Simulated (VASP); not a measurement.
A run of VASP 6.6.1 is set up as follows.

The input POSCAR:

```
MnS
1.0
    0.0000000000      2.6045000000      2.6045000000
    2.6045000000      0.0000000000      2.6045000000
    2.6045000000      2.6045000000      0.0000000000
Mn S
1 1
Direct
    0.0000000000      0.0000000000      0.0000000000
    0.5000000000      0.5000000000      0.5000000000
```

Contents of INCAR.step1:

```
ALGO     = Normal         # electronic algorithm
EDIFF    = 1E-5           # SCF threshold, eV
ENCUT    = 520            # plane-wave cutoff, eV
GGA      = PE             # functional
ISIF     = 2              # what is computed and relaxed
ISMEAR   = -1             # smearing method
ISPIN    = 2              # spin polarisation
LASPH    = T              # aspherical terms in the spheres
LCHARG   = F              # write CHGCAR
LMAXMIX  = 4              # l up to which the mixer works
LORBIT   = 11             # projections on sites
LREAL    = F              # projectors in reciprocal space
LWAVE    = T              # write WAVECAR
MAGMOM   = 4 0            # initial moments
NBANDS   = 20             # bands
NELM     = 150            # most SCF steps
PREC     = Accurate       # precision mode
SIGMA    = 0.05           # smearing width, eV
```

File INCAR.step2:

```
AEXX     = 0.2            # exact-exchange fraction
AGGAC    = 0.81         
AGGAX    = 0.72         
ALDAC    = 0.19         
ALGO     = Normal         # electronic algorithm
EDIFF    = 1E-7           # SCF threshold, eV
ENCUT    = 520            # plane-wave cutoff, eV
GGA      = B5             # functional
ISIF     = 2              # what is computed and relaxed
ISMEAR   = -1             # smearing method
ISPIN    = 2              # spin polarisation
ISTART   = 1            
LASPH    = T              # aspherical terms in the spheres
LCHARG   = F              # write CHGCAR
LHFCALC  = T              # exact exchange
LMAXMIX  = 4              # l up to which the mixer works
LORBIT   = 11             # projections on sites
LREAL    = F              # projectors in reciprocal space
LWAVE    = F              # write WAVECAR
MAGMOM   = 4 0            # initial moments
NBANDS   = 20             # bands
NELM     = 150            # most SCF steps
PREC     = Accurate       # precision mode
PRECFOCK = Normal       
SIGMA    = 0.05           # smearing width, eV
```

The input KPOINTS:

```
k-points
0
Gamma
  5 5 5
```

Potentials or basis: VASP PAW PBE potentials, release 64 (Mn_pv, S).

The run is started by

```console
$ cat potpaw_PBE.64/Mn_pv/POTCAR potpaw_PBE.64/S/POTCAR > POTCAR
$ cp INCAR.step1 INCAR
$ mpirun -np 1 vasp_std > vasp.out
$ cp INCAR.step2 INCAR
$ mpirun -np 1 vasp_std > vasp.out
```

Question: Estimate the site moments.

Answer: Mn +4.52; S +0.15 μB.

Question: What does it give for the pressure?

Answer: 5.5 GPa.

Question: What does it give for the band gap on the k mesh?

Answer: 1.35 eV (least direct gap 3.25 eV).

Question: Predict the net moment.

Answer: 5.00 μB per cell.

Caveat: the cell stands under pressure; the PAW data sets were made with another functional, which shifts forces and pressure a little; an odd mesh through Γ misses points on the zone boundary, where band edges can lie; a cell with one magnetic atom can't hold antiferromagnetic order, which such compounds often take.
